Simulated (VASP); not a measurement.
A run of VASP 6.6.1:

Contents of POSCAR:

```
RuAu
1.0
    5.7801400000      0.0000000000      0.0000000000
    0.0000000000      3.4798800000      0.0000000000
    0.0000000000      0.0000000000      6.2569860000
Ru Au
4 4
Direct
    0.1900000000      0.2500000000      0.5750000000
    0.3100000000      0.7500000000      0.0750000000
    0.6900000000      0.2500000000      0.9250000000
    0.8100000000      0.7500000000      0.4250000000
    0.0050000000      0.2500000000      0.1880000000
    0.4950000000      0.7500000000      0.6880000000
    0.5050000000      0.2500000000      0.3120000000
    0.9950000000      0.7500000000      0.8120000000
```

File INCAR.step1:

```
SYSTEM = RuAu
PREC = Accurate
ENCUT = 400
EDIFF = 1E-6
ISMEAR = 0
SIGMA = 0.0582
LREAL = .False.
LASPH = .True.
NELM = 120
ALGO = Normal
ISIF = 2
LWAVE = .False.
LCHARG = .True.
LMAXMIX = 4
GGA = PE
NBANDS = 60
GGA_COMPAT = .False.
NEDOS = 2001
LORBIT = 11
```

KPOINTS.step1

```
regular mesh
0
Gamma
  6 10 6
  0 0 0
```

File INCAR.step2:

```
SYSTEM = RuAu
PREC = Accurate
ENCUT = 400
EDIFF = 1E-6
ISMEAR = -5
SIGMA = 0.0582
LREAL = .False.
LASPH = .True.
NELM = 120
ALGO = Normal
ISIF = 2
LWAVE = .False.
LCHARG = .False.
LMAXMIX = 4
GGA = PE
LORBIT = 11
NBANDS = 60
NEDOS = 1001
ICHARG = 11
GGA_COMPAT = .False.
```

Contents of KPOINTS.step2:

```
regular mesh
0
Gamma
  9 15 9
  0 0 0
```

Potentials or basis: VASP PAW PBE potentials, release 64 (Ru_pv, Au).

Command:

```console
$ cat potpaw_PBE.64/Ru_pv/POTCAR potpaw_PBE.64/Au/POTCAR > POTCAR
$ cp INCAR.step1 INCAR
$ cp KPOINTS.step1 KPOINTS
$ mpirun -np 1 vasp_std > vasp.out
$ cp INCAR.step2 INCAR
$ cp KPOINTS.step2 KPOINTS
$ mpirun -np 1 vasp_std > vasp.out
```

Hardware: 1 thread of Intel(R) Xeon(R) 6975P-C (Granite Rapids) (shared host).

Q: Estimate the wall time of this run.

A: It took 6.8 min on 1 thread of Intel(R) Xeon(R) 6975P-C (Granite Rapids), with other jobs on the host, peak memory 0.74 GiB. Counts: k points 200.
